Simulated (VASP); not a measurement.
Wanted: the native input for a VASP 6.6.1 run.

```
Task                   : single point
Functional             : PBE
Potentials or basis    : VASP PAW PBE potentials, release 64 (Sc_sv, Tl_d, S)
Cutoff                 : 520 eV
k mesh                 : 4 × 4 × 4
Occupations            : gaussian, width 0.1 eV
Spin                   : no spin polarisation
Dipole correction      : no
Further INCAR settings : ALGO = Normal; EDIFF = 1e-07; NBANDS = 29
```

The structure of ScTlS3 lies in POSCAR:

```
ScTlS3
1.0
    5.0891716000      0.0000000000      0.0000000000
    0.0000000000      5.0891716000      0.0000000000
    0.0000000000      0.0000000000      5.0891716000
Sc Tl S
1 1 3
Direct
    0.0000000000      0.0000000000      0.0000000000
    0.5000000000      0.5000000000      0.5000000000
    0.5000000000      0.0000000000      0.0000000000
    0.0000000000      0.5000000000      0.0000000000
    0.0000000000      0.0000000000      0.5000000000
```

These files were run (other wordings do the same):

INCAR

```
SYSTEM = ScTlS3
PREC     = Accurate       ! precision mode
ENCUT    = 520            ! plane-wave cutoff, eV
EDIFF    = 1E-7           ! SCF threshold, eV
ISMEAR   = 0              ! smearing method
SIGMA    = 0.1            ! smearing width, eV
LREAL    = .FALSE.        ! projectors in reciprocal space
LASPH    = .TRUE.         ! aspherical terms in the spheres
NELM     = 100            ! most SCF steps
ALGO     = Normal         ! electronic algorithm
ISIF     = 2              ! what is computed and relaxed
LWAVE    = .FALSE.        ! write WAVECAR
LCHARG   = .FALSE.        ! write CHGCAR
GGA      = PE             ! functional
NBANDS   = 29             ! bands
```

KPOINTS

```
regular mesh
0
G
  4 4 4
  0 0 0
```

Potentials or basis: VASP PAW PBE potentials, release 64 (Sc_sv, Tl_d, S).

Command:

```console
$ cat potpaw_PBE.64/Sc_sv/POTCAR potpaw_PBE.64/Tl_d/POTCAR potpaw_PBE.64/S/POTCAR > POTCAR
$ mpirun -np 1 vasp_std > vasp.out
```

It gave:

```
Pressure               : -1.4 GPa
Band gap on the k mesh : zero (band 21 reaches 2.85 eV, above the bottom of band 22 at 2.21 eV)
```

Caveat: spin-orbit coupling is left out, which moves the levels of the heavy elements.

It took 28 s on 1 thread of Intel(R) Xeon(R) Platinum 8375C CPU @ 2.90GHz (Ice Lake), on a shared host, peak memory 0.25 GiB.
